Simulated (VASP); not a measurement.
A run of VASP 6.6.1 is set up as follows.

Contents of POSCAR:

```
Si
1.0
   -1.5781074821      1.5781074821      1.3599397455
    1.5781074821     -1.5781074821      1.3599397455
    1.5781074821      1.5781074821     -1.3599397455
Si
1
Direct
    0.0000000000      0.0000000000      0.0000000000
```

INCAR.step1

```
SYSTEM = Si
ALGO     = Normal         ! electronic algorithm
EDIFF    = 1E-4           ! SCF threshold, eV
ENCUT    = 520            ! plane-wave cutoff, eV
GGA      = PE             ! functional
ISMEAR   = 0              ! smearing method
LASPH    = .True.         ! aspherical terms in the spheres
LCHARG   = .False.        ! write CHGCAR
LREAL    = .False.        ! projectors in reciprocal space
LWAVE    = .True.         ! write WAVECAR
NBANDS   = 8              ! bands
NELM     = 100            ! most SCF steps
PREC     = Accurate       ! precision mode
SIGMA    = 0.15           ! smearing width, eV
```

Contents of INCAR.step2:

```
SYSTEM = Si
ALGO     = Normal         ! electronic algorithm
EDIFF    = 1E-7           ! SCF threshold, eV
ENCUT    = 520            ! plane-wave cutoff, eV
ISIF     = 2              ! what is computed and relaxed
ISMEAR   = 0              ! smearing method
ISTART   = 1            
LASPH    = .True.         ! aspherical terms in the spheres
LCHARG   = .True.         ! write CHGCAR
LELF     = .True.         ! ELF
LMIXTAU  = .True.       
LREAL    = .False.        ! projectors in reciprocal space
LVHAR    = .True.       
LWAVE    = .False.        ! write WAVECAR
METAGGA  = R2SCAN         ! meta-GGA
NBANDS   = 8              ! bands
NELM     = 100            ! most SCF steps
PREC     = Accurate       ! precision mode
SIGMA    = 0.15           ! smearing width, eV
```

KPOINTS

```
k-points
0
Gamma
  22 22 22
  0 0 0
```

Potentials or basis: VASP PAW PBE potentials, release 64 (Si).

Run with:

```sh
$ cat potpaw_PBE.64/Si/POTCAR > POTCAR
$ cp INCAR.step1 INCAR
$ mpirun -np 1 vasp_std > vasp.out
$ cp INCAR.step2 INCAR
$ mpirun -np 1 vasp_std > vasp.out
```

Q: What does it give for the band gap on the k mesh?

A: Zero (bands 2 and 3 overlap by 15.64 eV).

Q: What does it give for the pressure?

A: 3.3 GPa.

Stress tensor (GPa, compression positive):
```
 5.13  0.00  0.00
 0.00  5.13  0.00
 0.00  0.00 -0.40
```

Caveat: the cell differs from its parent crystal (strain -0.030 along x and y, +0.030 along z); the stress differs along the axes, from -0 to 5 GPa; the PAW data sets were made with another functional, which shifts forces and pressure a little.
